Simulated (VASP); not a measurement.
# TiSi2 (Immm) in VASP: a series of runs, part 2 of 2

VASP 6.6.1.

## Step 3: Single point, LDA (atoms shifted along a free coordinate)

Input file INCAR:

```
SYSTEM = TiSi2
ALGO = Normal
EDIFF = 1E-7
ENCUT = 520
ISIF = 2
ISMEAR = 0
LASPH = .TRUE.
LCHARG = .TRUE.
LELF = .TRUE.
LREAL = .FALSE.
LVHAR = .TRUE.
LWAVE = .FALSE.
NBANDS = 17
NELM = 100
PREC = Accurate
SIGMA = 0.15
```

Input file KPOINTS:

```
k-points
0
G
  18 18 18
  0 0 0
```

Input file POSCAR:

```
TiSi2
1.0
   -1.4410529458      1.6701060708      4.1004087654
    1.4410529458     -1.6701060708      4.1004087654
    1.4410529458      1.6701060708     -4.1004087654
Ti Si
1 2
Direct
    0.0000000000      0.0000000000      0.0000000000
    0.3369712579      0.3369712579      0.0000000000
    0.6630287421      0.6630287421      0.0000000000
```

Potentials or basis: VASP PAW LDA potentials, release 64 (Ti_sv, Si).

Launch:

```console
$ cat potpaw_LDA.64/Ti_sv/POTCAR potpaw_LDA.64/Si/POTCAR > POTCAR
$ mpirun -np 1 vasp_std > vasp.out
```

OUTCAR:

```text
SYSTEM = TiSi2
   EDIFF = 1E-7
   ENCUT = 520
   ISIF = 2
   ISMEAR = 0
   LASPH = .TRUE.
   LREAL = .FALSE.
   NELM = 100
   PREC = Accurate

 ion  position               nearest neighbor table
   1  0.000  0.000  0.000-   3 2.58   3 2.58   3 2.58   2 2.58   3 2.58   2 2.58   2 2.58   2 2.58
                             2 2.76   3 2.76
   2  0.337  0.337  0.000-   1 2.58   1 2.58   1 2.58   1 2.58   3 2.63   3 2.63   3 2.63   3 2.63
                             3 2.67   1 2.76
   3  0.663  0.663  0.000-   1 2.58   1 2.58   1 2.58   1 2.58   2 2.63   2 2.63   2 2.63   2 2.63
                             2 2.67   1 2.76

  LATTYP: Found a body centered orthorhombic cell.
 ALAT       =     2.8821058916
 B/A-ratio  =     1.1589484451
 C/A-ratio  =     2.8454254768

  Lattice vectors:

 A1 = (  -1.4410529458,   1.6701060708,   4.1004087654)
 A2 = (   1.4410529458,  -1.6701060708,   4.1004087654)
 A3 = (   1.4410529458,   1.6701060708,  -4.1004087654)

Analysis of symmetry for initial positions (statically):
=====================================================================
 Subroutine PRICEL returns:
 Original cell was already a primitive cell.

 Routine SETGRP: Setting up the symmetry group for a
 body centered orthorhombic supercell.

 Subroutine GETGRP returns: Found  8 space group operations
 (whereof  8 operations were pure point group operations)
 out of a pool of  8 trial point group operations.

The static configuration has the point symmetry D_2h.

Analysis of symmetry for dynamics (positions and initial velocities):
=====================================================================
 Subroutine PRICEL returns:
 Original cell was already a primitive cell.

 Routine SETGRP: Setting up the symmetry group for a
 body centered orthorhombic supercell.

 Subroutine GETGRP returns: Found  8 space group operations
 (whereof  8 operations were pure point group operations)
[... 122 lines left out ...]
   IMIX   =      4    mixing-type and parameters
     AMIX     =   0.40;   BMIX     =  1.00
     AMIX_MAG =   1.60;   BMIX_MAG =  1.00
  volume/ion in A,a.u.               =      13.16        88.79
  Fermi-wavevector in a.u.,A,eV,Ry     =   1.305112  2.466304 23.175039  1.703317
  Thomas-Fermi vector in A             =   2.436003
   LORBIT       =      0    0 simple, 1 ext, 2 COOP (PROOUT), +10 PAW based schemes
   GGA     = CA    functional components
   LHFCALC =     F    Hartree Fock is set to
   AEXX    =    0.0000 exact exchange contribution
   IVDW    =     0    specifies the selected vdW correction
   LEPSILON=     F    determine dielectric tensor
   LRPA    =     F    only Hartree local field effects (RPA)
 non-spin polarized calculation
 Gauss-broadening in eV      SIGMA  =   0.15
  energy-cutoff  :      520.00
  volume of cell :       39.47
 maximum number of plane-waves:      1090
   NGX = 17   NGY = 17   NGZ = 17

 number of electron      20.0000002 magnetization

 Free energy of the ion-electron system (eV)
  ---------------------------------------------------
  ext. energy  EPLUGINS =         0.00000000
  ---------------------------------------------------
  free energy    TOTEN  =       -21.90768217 eV

  energy without entropy =      -21.89373878  energy(sigma->0) =      -21.90071047

 E-fermi :  10.7319     XC(G=0): -12.1751

 val. band max:       10.7312205774   @ k =   0.3333   0.2778   0.0000
 cond. band min:      10.7321277574   @ k =  -0.3889  -0.4444   0.1667
 fundamental gap:      0.0009071801
 Fermi energy:        10.7319053972

 k-point     1 :       0.0000    0.0000    0.0000
  band No.  band energies     occupation
      1     -44.5235      2.00000
      2     -21.2694      2.00000
      3     -21.2514      2.00000
      4     -20.9500      2.00000
      5      -2.0471      2.00000
      6       5.5578      2.00000
[... 457 lines left out ...]
      4     -20.9578      2.00000
      5      -0.8729      2.00000
      6       4.3286      2.00000
[... 9 lines left out ...]
     16      18.6962      0.00000
     17      18.9827      0.00000

 [... further k-points ...]

------------------------ aborting loop because EDIFF is reached ----------------------------------------

  FORCE on cell =-STRESS in cart. coord.  units (eV):
  Direction    XX          YY          ZZ          XY          YZ          ZX
  --------------------------------------------------------------------------------------
  -------------------------------------------------------------------------------------
  Total        1.1077254      1.7151076      1.1427260      0.0000000      0.0000000      0.0000000
  in kB       44.9605445     69.6130745     46.3811543      0.0000000      0.0000000      0.0000000
  external PRESSURE =      53.6515911 kB  Pullay stress =       0.0000000 kB

 VOLUME and BASIS-vectors are now :
 -----------------------------------------------------------------------------
  energy-cutoff  :      520.00
  volume of cell :       39.47
      direct lattice vectors                 reciprocal lattice vectors
    -1.441052946  1.670106071  4.100408765     0.000000000  0.299382182  0.121939062
     1.441052946 -1.670106071  4.100408765     0.346968515  0.000000000  0.121939062
     1.441052946  1.670106071 -4.100408765     0.346968515  0.299382182  0.000000000

 POSITION                                       TOTAL-FORCE (eV/Angst)
 -----------------------------------------------------------------------------------
      0.00000      0.00000      0.00000         0.000000      0.000000      0.000000
      0.00000      0.00000      2.76344        -0.000000     -0.000000     -0.587975
      0.00000      0.00000      5.43738         0.000000      0.000000      0.587975
 -----------------------------------------------------------------------------------
    total drift:                               -0.000000     -0.000000      0.000000

  FREE ENERGIE OF THE ION-ELECTRON SYSTEM (eV)
  ---------------------------------------------------
  free  energy   TOTEN  =       -21.9076821684 eV

  energy  without entropy=      -21.8937387758  energy(sigma->0) =      -21.90071047
```

OSZICAR:

```text
N       E                     dE             d eps       ncg     rms          rms(c)
DAV:   1     0.132396608847E+03    0.13240E+03   -0.96486E+03 29410   0.122E+03
DAV:   2    -0.145440300099E+02   -0.14694E+03   -0.14296E+03 30112   0.321E+02
DAV:   3    -0.232313335721E+02   -0.86873E+01   -0.85013E+01 44239   0.716E+01
DAV:   4    -0.234807248184E+02   -0.24939E+00   -0.24872E+00 36546   0.111E+01
DAV:   5    -0.234887562643E+02   -0.80314E-02   -0.80298E-02 45592   0.186E+00    0.136E+01
DAV:   6    -0.222263143767E+02    0.12624E+01   -0.12159E+01 38040   0.323E+01    0.503E+00
DAV:   7    -0.219510014644E+02    0.27531E+00   -0.23623E+00 37420   0.136E+01    0.394E+00
DAV:   8    -0.219124794706E+02    0.38522E-01   -0.32771E-01 35733   0.515E+00    0.709E-01
DAV:   9    -0.219078064922E+02    0.46730E-02   -0.63842E-02 35924   0.263E+00    0.376E-01
DAV:  10    -0.219076034448E+02    0.20305E-03   -0.31703E-03 39193   0.454E-01    0.150E-01
DAV:  11    -0.219077260189E+02   -0.12257E-03   -0.11851E-03 40604   0.270E-01    0.917E-02
DAV:  12    -0.219076838893E+02    0.42130E-04   -0.35220E-04 36377   0.187E-01    0.126E-02
DAV:  13    -0.219076824771E+02    0.14123E-05   -0.15757E-05 36042   0.433E-02    0.102E-02
DAV:  14    -0.219076821818E+02    0.29529E-06   -0.15610E-06 35123   0.124E-02    0.135E-03
DAV:  15    -0.219076821684E+02    0.13429E-07   -0.69007E-08 18244   0.220E-03
   1 F= -.21907682E+02 E0= -.21900710E+02  d E =-.139434E-01
```

Wall time 6.2 min (1 thread of Intel Xeon 6975P-C (Granite Rapids), shared host); peak memory 0.62 GiB.

What came out:

```
Free energy            : -21.9077 eV
Pressure               : 5.4 GPa
Largest force          : 0.588 eV/Å
Band gap on the k mesh : zero (bands 10 and 11 overlap by 2.69 eV)
```

Forces in eV/Å, atoms in the order of the input:
```
Ti   0.000  0.000  0.000
Si   0.000  0.000 -0.588
Si   0.000  0.000  0.588
```

Stress tensor (GPa, compression positive):
```
4.50 0.00 0.00
0.00 6.96 0.00
0.00 0.00 4.64
```

Caveat: the cell differs from its parent crystal (atoms shifted along a free coordinate); the cell stands under pressure.
